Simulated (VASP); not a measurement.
The system is Te2Mo.

```xyz
6
Lattice="3.5182 0.0000 0.0000 -1.7591 3.0469 0.0000 0.0000 0.0000 13.9736" Properties=species:S:1:pos:R:3 pbc="T T T"
Te    0.0000    2.0312    8.6776
Te    1.7591    1.0156    1.6908
Te    0.0000    2.0312   12.2828
Te    1.7591    1.0156    5.2960
Mo    0.0000    2.0312    3.4934
Mo    1.7591    1.0156   10.4802
```

| Item | Value |
| --- | --- |
| Program | VASP 6.6.1 |
| Task | relaxation of cell and atoms |
| Functional | LDA |
| Potentials or basis | VASP PAW LDA potentials, release 64 (Te, Mo_sv) |
| Cutoff | 600 eV |
| k mesh | 10 × 10 × 2 |
| Occupations | fermi-dirac, width 0.05 eV |
| Spin | no spin polarisation |

At the start: pressure -2.8 GPa; volume 24.96 Å³/atom.

Problem. Where does the relaxation end?

Solution. Over 36 steps the energy falls by 6.8 meV/atom and the volume is 24.00 Å³/atom (-3.9 %); space group P6_3/mmc (No. 194, to 0.1 Å) before and after.

Step by step:
| step | energy change (eV) | largest force (eV/Å) | pressure (GPa) | volume (Å³) |
| --- | --- | --- | --- | --- |
| 1 | 0.0000 | 0.2408 | -2.81 | 149.79 |
| 2 | 0.0701 | 0.8879 | 5.25 | 140.51 |
| 3 | -0.0332 | 0.1394 | -0.14 | 146.34 |
| 4 | -0.0332 | 0.1473 | -0.09 | 146.27 |
| 5 | -0.0381 | 0.0646 | -0.03 | 145.56 |
| 6 | -0.0383 | 0.0420 | -0.01 | 145.37 |
| 7 | -0.0388 | 0.0295 | -0.07 | 145.29 |
| 8 | -0.0399 | 0.0068 | -0.24 | 145.04 |
| 9 | -0.0396 | 0.0795 | -0.57 | 144.54 |
| 10 | -0.0402 | 0.0362 | -0.37 | 144.83 |
| 11 | -0.0404 | 0.0306 | -0.33 | 144.73 |
| 12 | -0.0408 | 0.0133 | -0.19 | 144.42 |
| 13 | -0.0408 | 0.0198 | 0.10 | 143.79 |
| 14 | -0.0409 | 0.0056 | -0.02 | 144.06 |
| 15 | -0.0409 | 0.0049 | -0.01 | 144.07 |
| 16 | -0.0409 | 0.0043 | -0.11 | 144.24 |
| 17 | -0.0409 | 0.0037 | -0.05 | 144.10 |
| 18 | -0.0409 | 0.0038 | -0.03 | 144.09 |
| 19 | -0.0409 | 0.0047 | -0.02 | 144.07 |
| 20 | -0.0409 | 0.0051 | 0.00 | 144.06 |
| 21 | -0.0409 | 0.0052 | 0.00 | 144.06 |
| 22 | -0.0409 | 0.0056 | 0.00 | 144.05 |
| 23 | -0.0409 | 0.0060 | 0.02 | 144.04 |
| 24 | -0.0409 | 0.0053 | 0.02 | 144.05 |
| 25 | -0.0409 | 0.0028 | 0.01 | 144.06 |
| 26 | -0.0409 | 0.0034 | -0.05 | 144.10 |
| 27 | -0.0409 | 0.0011 | -0.06 | 144.08 |
| 28 | -0.0409 | 0.0025 | -0.03 | 144.07 |
| 29 | -0.0409 | 0.0025 | -0.01 | 144.07 |
| 30 | -0.0409 | 0.0022 | -0.02 | 144.06 |
| 31 | -0.0409 | 0.0014 | -0.02 | 144.05 |
| 32 | -0.0409 | 0.0003 | -0.04 | 144.02 |
| 33 | -0.0409 | 0.0044 | -0.02 | 143.96 |
| 34 | -0.0409 | 0.0035 | 0.01 | 143.97 |
| 35 | -0.0409 | 0.0020 | 0.02 | 143.99 |
| 36 | -0.0409 | 0.0011 | 0.00 | 144.00 |

Final structure:
```yaml
crystal:
  lattice:
    - [3.47411, 0.00000, 0.00000]
    - [-1.73705, 3.00866, 0.00000]
    - [0.00000, 0.00000, 13.77708]
  atoms:
    - { symbol: Te, position: [0.33333, 0.66667, 0.61938] }
    - { symbol: Te, position: [0.66667, 0.33333, 0.11938] }
    - { symbol: Te, position: [0.33333, 0.66667, 0.88062] }
    - { symbol: Te, position: [0.66667, 0.33333, 0.38062] }
    - { symbol: Mo, position: [0.33333, 0.66667, 0.25000] }
    - { symbol: Mo, position: [0.66667, 0.33333, 0.75000] }
```
